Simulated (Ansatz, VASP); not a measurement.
W in VASP and in Ansatz

```
CELL_PARAMETERS angstrom
-1.59730 1.59730 1.59730
1.59730 -1.59730 1.59730
1.59730 1.59730 -1.59730
ATOMIC_POSITIONS crystal
W 0.00000 0.00000 0.00000
```

Alike in both runs: task single point; functional PBE; k mesh 14 × 14 × 14; occupations fermi-dirac, width 0.03 eV; non-collinear spin, spin-orbit coupling; Hubbard terms W d U = 3.0 eV.

|  | VASP | Ansatz |
| --- | --- | --- |
| version | VASP 6.6.1 | Ansatz 0.2.0 |
| potentials or method | VASP PAW PBE potentials, release 64 (W_sv), cutoff 520 eV | all-electron LAPW |

Ansatz gave:

* pressure (GPa): 2.1
* net moment per atom (μB): 0.00

Task: Which values does VASP return?

Result: Pressure (GPa): 7.7; net moment per atom (μB): 0.00.

The programs project onto different local orbitals, so the same U acts differently, and such runs can settle in different states. Ansatz ran all-electron here, and VASP with PAW potentials. Ansatz's warnings: filled band counts differ across k points, stability check not made.
